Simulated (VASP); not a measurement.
Crystal: HfN.

```
CELL_PARAMETERS angstrom
3.13391 0.00000 0.00000
-1.56695 2.71404 0.00000
0.00000 0.00000 5.41677
ATOMIC_POSITIONS crystal
Hf 0.66667 0.33333 0.75000
Hf 0.33333 0.66667 0.25000
N 0.00000 0.00000 0.00000
N 0.00000 0.00000 0.50000
```

```yaml
Program: VASP 6.6.1
Task: relaxation of cell and atoms
Functional: PBEsol
Dispersion: D3(BJ)
Potentials_or_basis: VASP PAW PBE potentials, release 64 (Hf_pv, N)
Cutoff: 600 eV
k_mesh: 9 × 9 × 5
Occupations: fermi-dirac, width 0.1 eV
Spin: no spin polarisation
```

At the start: pressure -10.0 GPa; volume 11.52 Å³/atom.

Q: How do energy, volume and symmetry change on relaxing?

A: Over 4 steps the energy falls by 13.3 meV/atom and the volume is 11.11 Å³/atom (-3.6 %); space group P6_3/mmc (No. 194, to 0.05 Å).

The path:
| step | energy change (eV) | largest force (eV/Å) | pressure (GPa) | volume (Å³) |
| --- | --- | --- | --- | --- |
| 1 | 0.0000 | 0.0000 | -10.02 | 46.07 |
| 2 | 0.1605 | 0.0000 | 24.27 | 41.43 |
| 3 | -0.0530 | 0.0000 | -0.24 | 44.47 |
| 4 | -0.0530 | 0.0000 | -0.04 | 44.44 |

Final structure:
```
Hf N
1.0
     3.09662    0.00000    0.00000
    -1.54831    2.68175    0.00000
     0.00000    0.00000    5.35093
Hf N
2 2
Direct
  0.66667 0.33333 0.75000
  0.33333 0.66667 0.25000
  0.00000 0.00000 0.00000
  0.00000 0.00000 0.50000
```

Caveat: the PAW data sets were made with another functional, which shifts forces and pressure a little; pairwise dispersion overbinds metals, which lowers pressure and volume.
